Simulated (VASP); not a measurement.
# BaTiO3: single point with r2SCAN

BaTiO3:

```xyz
5
Lattice="3.0594 1.7663 2.0092 -3.0594 1.7663 2.0092 0.0000 -3.5326 2.0092" Properties=species:S:1:pos:R:3 pbc="T T T"
Ba    0.0000    0.0000    0.0168
Ti    0.0000    0.0000    3.1117
O     0.0000   -1.7324    3.9373
O    -1.5003    0.8662    3.9373
O     1.5003    0.8662    3.9373
```

This cell differs from its parent crystal: ratio of the length along z to the lengths across it x 0.8, volume and fractional coordinates fixed.

```json
{"Program": "VASP 6.6.1", "Task": "single point", "Functional": "r2SCAN", "Potentials or basis": "VASP PAW PBE potentials, release 64 (Ba_sv, Ti_sv, O)", "Cutoff": "520 eV", "k mesh": "6 × 6 × 6", "Occupations": "gaussian, width 0.05 eV", "Spin": "no spin polarisation", "Dipole correction": "no", "Further INCAR settings": "ALGO = Normal; EDIFF = 1e-07; NBANDS = 28"}
```

* Pressure: 3.4 GPa
* Largest force: 0.625 eV/Å
* Band gap on the k mesh: 1.72 eV, indirect (least direct gap 2.02 eV)

Forces on the atoms (eV/Å):
```
Ba   0.000  0.000  0.167
Ti   0.000  0.000 -0.331
O    0.000  0.623  0.055
O    0.539 -0.311  0.055
O   -0.539 -0.311  0.055
```

Stress tensor (GPa, compression positive):
```
-14.83   0.00   0.00
  0.00 -14.83   0.00
  0.00   0.00  39.72
```

Levels at points of the mesh, in eV from the valence-band top:
| k point | band 16 | band 17 | band 18 | band 19 | band 20 | band 21 | band 22 | band 23 | band 24 | band 25 |
| --- | --- | --- | --- | --- | --- | --- | --- | --- | --- | --- |
| (0.00, 0.00, 0.00) | -1.41 | -1.41 | -0.69 | -0.69 | -0.30 | 1.72 | 2.10 | 2.10 | 3.95 | 3.95 |
| (0.50, 0.00, 0.00) | -2.30 | -2.24 | -1.61 | -1.54 | -0.71 | 2.41 | 3.27 | 3.36 | 4.05 | 5.64 |
| (0.50, 0.50, 0.00) | -2.61 | -2.05 | -1.36 | -0.98 | -0.19 | 2.72 | 3.56 | 3.84 | 4.62 | 7.32 |
| (0.50, 0.50, 0.50) | -2.95 | -1.54 | -0.17 | -0.17 | 0.00 | 3.38 | 4.13 | 4.13 | 5.97 | 7.18 |

Run time: 3.9 min on 1 thread of Intel(R) Xeon(R) Platinum 8488C (Sapphire Rapids) (shared host), peak memory 0.21 GiB.

Caveat: the PAW data sets were made with another functional, which shifts forces and pressure a little; spin-orbit coupling is left out, which moves the levels of the heavy elements. A k mesh can miss the band edges.
